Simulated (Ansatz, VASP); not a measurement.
**Two plane-wave programs on EuNi**

```
Ni Eu
1.0
     0.00000    3.73392    3.73392
     3.73392    0.00000    3.73392
     3.73392    3.73392    0.00000
Ni Eu
2 2
Direct
  0.50000 0.50000 0.50000
  0.75000 0.75000 0.75000
  0.00000 0.00000 0.00000
  0.25000 0.25000 0.25000
```

Alike in both runs: task single point; functional PBE; k mesh 6 × 6 × 6; collinear spin; Hubbard terms Eu f U = 6.52 eV.

|  | VASP | Ansatz |
| --- | --- | --- |
| version | VASP 6.6.1 | Ansatz 0.2.0 |
| potentials or method | VASP PAW PBE potentials, release 64 (Ni, Eu), cutoff 520 eV | PAW plane waves |
| occupations | fermi-dirac, width 0.1 eV | fermi-dirac |
| valence electrons in the cell | 54 | 70 |

```tsv
	VASP	Ansatz	Ansatz less VASP
pressure (GPa)	-6.3	-6.3	-0.05
net moment per atom (μB)	0.00	0.00	0.000
size of the moment on the site where the two differ most (μB)	6.75	6.93	+0.180
```

Site moments also hang on the region over which each program counts them. The programs project onto different local orbitals, so the same U acts differently, and such runs can settle in different states. VASP's potentials hold 54 valence electrons a cell and Ansatz's 70, so a difference there can come from the potentials and not from the codes. Ansatz's warnings: filled band counts differ across k points.

Spin-orbit coupling is off throughout.
